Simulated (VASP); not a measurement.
Zn4SnGe3P8: single point with PBEsol

Zn4SnGe3P8:

```
CELL_PARAMETERS angstrom
5.47358 -0.00006 -0.00002
-0.00006 5.47358 -0.00002
-0.00003 -0.00003 10.85164
ATOMIC_POSITIONS crystal
Zn 0.01205 0.99094 0.99177
Zn 0.00976 0.49689 0.25115
Zn 0.52162 0.00196 0.75188
Zn 0.52685 0.52008 0.49714
Sn 0.01051 0.98667 0.50450
Ge 0.50760 0.02855 0.25088
Ge 0.47920 0.47928 0.99891
Ge 0.99281 0.51324 0.74377
P 0.22690 0.25531 0.13434
P 0.24577 0.25755 0.62673
P 0.74946 0.73994 0.11706
P 0.74233 0.27351 0.36348
P 0.26231 0.73398 0.37437
P 0.23798 0.74910 0.87720
P 0.74400 0.76275 0.62766
P 0.75352 0.24263 0.87783
```

| Property | Result |
| --- | --- |
| Program | VASP 6.6.1 |
| Task | single point |
| Functional | PBEsol |
| Potentials or basis | VASP PAW PBE potentials, release 64 (Zn, Sn_d, Ge_d, P) |
| Cutoff | 500 eV |
| k mesh | 2 × 2 × 2, shifted |
| Occupations | fermi-dirac, width 0.05 eV |
| Spin | collinear spin |
| Starting moments | [0.125, 0.125, 0.125, 0.125, 0.125, 0.125, 0.125, 0.125, 0.125, 0.125, 0.125, 0.125, 0.125, 0.125, 0.125, 0.125] μB |

* Pressure: 1.4 GPa
* Largest force: 2.239 eV/Å
* Band gap on the k mesh: 1.58 eV (least direct gap 1.67 eV)
* Net moment: 0.00 μB per cell
* Valence electrons inside the program's atomic spheres: Zn 10.94, 11.01, 10.91, 10.93; Sn 12.56; Ge 12.36, 12.34, 12.38; P 2.52, 2.51, 2.45, 2.54, 2.58, 2.49 (each value once)

Forces on the atoms (eV/Å):
```
Zn  -0.748  0.528  1.144
Zn  -0.703  1.169 -0.044
Zn  -1.241  0.249  0.432
Zn  -0.673 -0.656  0.277
Sn  -0.267  1.295 -1.787
Ge  -0.706 -1.910 -0.932
Ge   0.428  0.601  0.296
Ge   0.005 -0.698  0.944
P    1.030 -1.211 -1.382
P    1.380  1.141  0.787
P   -0.575  0.583  0.387
P    0.726 -0.511  1.329
P    0.794  0.676 -0.943
P    1.283 -0.687 -1.070
P   -0.821 -1.438  0.782
P    0.089  0.868 -0.221
```

Stress tensor (GPa, compression positive):
```
 2.04  0.19 -0.67
 0.19  1.45  2.01
-0.67  2.01  0.80
```

Levels at points of the mesh, in eV from the valence-band top:
Spin up:
```csv
k point,band 68,band 69,band 70,band 71,band 72,band 73,band 74,band 75,band 76,band 77
"(0.25, 0.25, 0.25)",-1.42,-0.91,-0.69,-0.64,-0.12,1.58,1.68,1.91,2.09,2.46
```
Spin down:
| k point | band 70 | band 71 | band 72 | band 73 | band 74 | band 75 |
| --- | --- | --- | --- | --- | --- | --- |
| (0.25, 0.25, 0.25) | -0.69 | -0.64 | -0.12 | 1.58 | 1.68 | 1.91 |

It took 2.8 min on 1 thread of Intel(R) Xeon(R) 6975P-C (Granite Rapids), on a shared host, peak memory 0.52 GiB.

Caveat: the k points lie up to 0.57 Å⁻¹ apart; the PAW data sets were made with another functional, which shifts forces and pressure a little; spin-orbit coupling is left out, which moves the levels of the heavy elements; a shifted mesh leaves out Γ, where band edges can lie. A k mesh can miss the band edges.
